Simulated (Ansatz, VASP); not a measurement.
One calculation of Ga, two programs

```
Ga
1.0
     2.23185   -3.79323    0.00000
     2.23185    3.79323    0.00000
     0.00000    0.00000    4.53464
Ga
4
Direct
  0.84423 0.15577 0.08558
  0.65577 0.34423 0.58558
  0.15577 0.84423 0.91442
  0.34423 0.65577 0.41442
```

Alike in both runs: task single point; functional r2SCAN; k mesh 8 × 8 × 7; occupations methfessel-paxton of order 1, width 0.2 eV; no spin polarisation.

|  | VASP | Ansatz |
| --- | --- | --- |
| version | VASP 6.6.1 | Ansatz 0.2.0 |
| potentials or method | VASP PAW PBE potentials, release 64 (Ga_d), cutoff 520 eV | plane waves (500 eV) with PAW, scalar-relativistic |
| valence electrons in the cell | 52 | 52 |

VASP gave:

```
pressure (GPa)                                                : 0.1
traceless stress, the component that is largest in VASP (GPa) : -0.07
```

Which values does Ansatz return?

Pressure (GPa): 0.0; traceless stress, the component that is largest in VASP (GPa): -0.11.

VASP's potentials were made for PBE, not for r2SCAN.
